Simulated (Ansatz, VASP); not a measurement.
One calculation of Ni3Ge, two programs

POSCAR

```
Ni3Ge
1.0
    3.6466501769      0.0000000000      0.0000000000
    0.0000000000      3.6466501769      0.0000000000
    0.0000000000      0.0000000000      3.6466501769
Ni Ge
3 1
Direct
    0.5000000000      0.0000000000      0.5000000000
    0.0000000000      0.5000000000      0.5000000000
    0.5000000000      0.5000000000      0.0000000000
    0.0000000000      0.0000000000      0.0000000000
```

Contents of INCAR.step1:

```
SYSTEM = Ni3Ge
PREC     = Accurate       ! precision mode
ENCUT    = 520            ! plane-wave cutoff, eV
ISMEAR   = 0              ! smearing method
SIGMA    = 0.1            ! smearing width, eV
LREAL    = .False.        ! projectors in reciprocal space
LASPH    = .True.         ! aspherical terms in the spheres
NELM     = 60             ! most SCF steps
NBANDS   = 30             ! bands
GGA      = PE             ! functional
ALGO     = Normal         ! electronic algorithm
EDIFF    = 1E-4           ! SCF threshold, eV
LWAVE    = .True.         ! write WAVECAR
LCHARG   = .False.        ! write CHGCAR
```

File INCAR.step2:

```
SYSTEM = Ni3Ge
PREC     = Accurate       ! precision mode
ENCUT    = 520            ! plane-wave cutoff, eV
EDIFF    = 1E-6           ! SCF threshold, eV
ISMEAR   = 0              ! smearing method
SIGMA    = 0.1            ! smearing width, eV
LREAL    = .False.        ! projectors in reciprocal space
LASPH    = .True.         ! aspherical terms in the spheres
NELM     = 60             ! most SCF steps
ALGO     = Normal         ! electronic algorithm
ISIF     = 2              ! what is computed and relaxed
LWAVE    = .False.        ! write WAVECAR
LCHARG   = .False.        ! write CHGCAR
METAGGA  = R2SCAN         ! meta-GGA
LMIXTAU  = .True.       
NBANDS   = 30             ! bands
ISTART   = 1
```

Contents of KPOINTS:

```
Automatic mesh
0
Gamma
  12 12 12
  0 0 0
```

Input for Ansatz:

```yaml
crystal:
  lattice:
    - [3.6466501769, 0.0, 0.0]
    - [0.0, 3.6466501769, 0.0]
    - [0.0, 0.0, 3.6466501769]
  atoms:
    - { symbol: Ni, position: [0.5, 0.0, 0.5] }
    - { symbol: Ni, position: [0.0, 0.5, 0.5] }
    - { symbol: Ni, position: [0.5, 0.5, 0.0] }
    - { symbol: Ge, position: [0.0, 0.0, 0.0] }
basis:
  ecutwfc: 500
kpoints:
  mp_grid: { grid: [12, 12, 12] }
hamiltonian:
  xc: r2scan
scf:
  occupations: { method: gaussian, width: 0.1 }
output:
  forces: true
  stress: true
  eigenvalues: true
```

Alike in both runs: task single point; functional r2SCAN; k mesh 12 × 12 × 12; occupations gaussian, width 0.1 eV; no spin polarisation.

|  | VASP | Ansatz |
| --- | --- | --- |
| version | VASP 6.6.1 | Ansatz 0.2.0 |
| potentials or method | VASP PAW PBE potentials, release 64 (Ni, Ge_d), cutoff 520 eV | scalar-relativistic, plane waves, PAW |
| valence electrons in the cell | 44 | 68 |

Ansatz gave:

```
gap on the k mesh at the Fermi level (eV) : none
pressure (GPa)                            : -16.2
```

Task: Estimate VASP's values.

Result: gap on the k mesh at the Fermi level (eV): none; pressure (GPa): -16.1.

VASP's potentials were made for PBE, not for r2SCAN. A gap of «none» marks a metal or a gap that the smearing closes. VASP's potentials hold 44 valence electrons a cell and Ansatz's 68, so a difference there can come from the potentials and not from the codes.
